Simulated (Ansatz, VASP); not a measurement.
TePt in VASP and in Ansatz

File POSCAR:

```
TePt
1.0
    4.1109998117      0.0000000000      0.0000000000
   -2.0554999058      3.5602302719      0.0000000000
    0.0000000000      0.0000000000      5.4460000000
Te Pt
2 2
Direct
    0.3333333333      0.6666666667      0.2500000000
    0.6666666667      0.3333333333      0.7500000000
    0.0000000000      0.0000000000      0.0688578773
    0.0000000000      0.0000000000      0.5688578773
```

INCAR.step1

```
SYSTEM = TePt
ALGO = Normal
EDIFF = 1E-4
ENCUT = 520
GGA = PE
ISMEAR = 0
LASPH = .True.
LCHARG = .False.
LREAL = .False.
LWAVE = .True.
NBANDS = 24
NELM = 80
PREC = Accurate
SIGMA = 0.15
```

File INCAR.step2:

```
SYSTEM = TePt
ALGO = Normal
EDIFF = 1E-7
ENCUT = 520
ISIF = 2
ISMEAR = 0
ISTART = 1
LASPH = .True.
LCHARG = .False.
LMIXTAU = .True.
LREAL = .False.
LWAVE = .False.
METAGGA = R2SCAN
NBANDS = 24
NELM = 80
PREC = Accurate
SIGMA = 0.15
```

KPOINTS

```
k-points
0
Gamma
  12 12 10
  0 0 0
```

Input for Ansatz:

```yaml
crystal:
  lattice:
    - [4.1109998117, 0.0, 0.0]
    - [-2.0554999058, 3.5602302719, 0.0]
    - [0.0, 0.0, 5.446]
  atoms:
    - { symbol: Te, position: [0.3333333333, 0.6666666667, 0.25] }
    - { symbol: Te, position: [0.6666666667, 0.3333333333, 0.75] }
    - { symbol: Pt, position: [0.0, 0.0, 0.0688578773] }
    - { symbol: Pt, position: [0.0, 0.0, 0.5688578773] }
basis:
  ecutwfc: 500
kpoints:
  mp_grid: { grid: [12, 12, 10] }
hamiltonian:
  xc: r2scan
scf:
  occupations: { method: gaussian, width: 0.15 }
output:
  forces: true
  stress: true
  eigenvalues: true
  write_density: true
  write_potential: true
  elf: true
  volumetric_format: npy
```

Change from the starting cell: all Pt atoms moved +0.375 Å, as atom 3 along Cartesian [0 0 1].

Alike in both runs: task single point; functional r2SCAN; k mesh 12 × 12 × 10; occupations gaussian, width 0.15 eV; no spin polarisation.

|  | VASP | Ansatz |
| --- | --- | --- |
| version | VASP 6.6.1 | Ansatz 0.2.0 |
| potentials or method | VASP PAW PBE potentials, release 64 (Te, Pt), cutoff 520 eV | scalar-relativistic, plane waves, PAW |
| valence electrons in the cell | 32 | 68 |

|  | VASP | Ansatz | Ansatz less VASP |
| --- | --- | --- | --- |
| gap on the k mesh at the Fermi level (eV) | none | none | - |
| pressure (GPa) | 19.7 | 19.7 | -0.01 |
| traceless stress, the component that is largest in VASP (GPa) | -3.43 | -3.57 | -0.138 |
| rms of the force components (eV/Å) | 0.718 | 0.725 | +0.0069 |

VASP's potentials were made for PBE, not for r2SCAN. Atom by atom the forces differ by 0.007 eV/Å (rms over components). A gap of «none» marks a metal or a gap that the smearing closes. With one functional, cell and mesh, what is left measures potentials, basis and numerics. VASP's potentials hold 32 valence electrons a cell and Ansatz's 68, so a difference there can come from the potentials and not from the codes.

Neither program's run includes spin-orbit coupling.
